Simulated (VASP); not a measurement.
Mg3Sb2:

```
CELL_PARAMETERS angstrom
4.59387 0.00000 0.00000
-2.29693 3.97841 0.00000
0.00000 0.00000 7.27428
ATOMIC_POSITIONS crystal
Mg 0.33333 0.66667 0.63196
Mg 0.66667 0.33333 0.36804
Mg 0.00000 0.00000 0.00000
Sb 0.33333 0.66667 0.22563
Sb 0.66667 0.33333 0.77437
```

| Quantity | Value |
| --- | --- |
| Program | VASP 6.6.1 |
| Task | relaxation of cell and atoms |
| Functional | LDA |
| Potentials or basis | VASP PAW LDA potentials, release 64 (Mg, Sb) |
| Cutoff | 600 eV |
| k mesh | 12 × 12 × 6 |
| Occupations | gaussian, width 0.01 eV |
| Spin | no spin polarisation |

At the start: pressure -2.8 GPa; volume 26.59 Å³/atom.

**Question.** Where does the relaxation end?

**Answer.** Over 8 steps the energy falls by 15.2 meV/atom and the volume is 24.93 Å³/atom (-6.2 %); space group P-3m1 (No. 164, to 0.1 Å) before and after.

Step by step:
| step | energy change (eV) | largest force (eV/Å) | pressure (GPa) | volume (Å³) |
| --- | --- | --- | --- | --- |
| 1 | 0.0000 | 0.0778 | -2.81 | 132.95 |
| 2 | -0.0738 | 0.1042 | 0.30 | 124.19 |
| 3 | -0.0745 | 0.0870 | -0.01 | 124.92 |
| 4 | -0.0744 | 0.0835 | -0.07 | 125.08 |
| 5 | -0.0751 | 0.0589 | -0.07 | 125.00 |
| 6 | -0.0757 | 0.0061 | -0.06 | 124.80 |
| 7 | -0.0758 | 0.0034 | 0.04 | 124.57 |
| 8 | -0.0758 | 0.0044 | 0.00 | 124.65 |

Final structure:
```cif
data_structure
_symmetry_space_group_name_H-M 'P 1'
_symmetry_Int_Tables_number 1
_cell_length_a 4.4978
_cell_length_b 4.4978
_cell_length_c 7.1151
_cell_angle_alpha 90.000
_cell_angle_beta 90.000
_cell_angle_gamma 120.000
_cell_volume 124.65
loop_
_atom_site_label
_atom_site_type_symbol
_atom_site_fract_x
_atom_site_fract_y
_atom_site_fract_z
_atom_site_occupancy
Mg1 Mg 0.33333 0.66667 0.63216 1
Mg2 Mg 0.66667 0.33333 0.36784 1
Mg3 Mg 0.00000 0.00000 0.00000 1
Sb1 Sb 0.33333 0.66667 0.22409 1
Sb2 Sb 0.66667 0.33333 0.77591 1
```
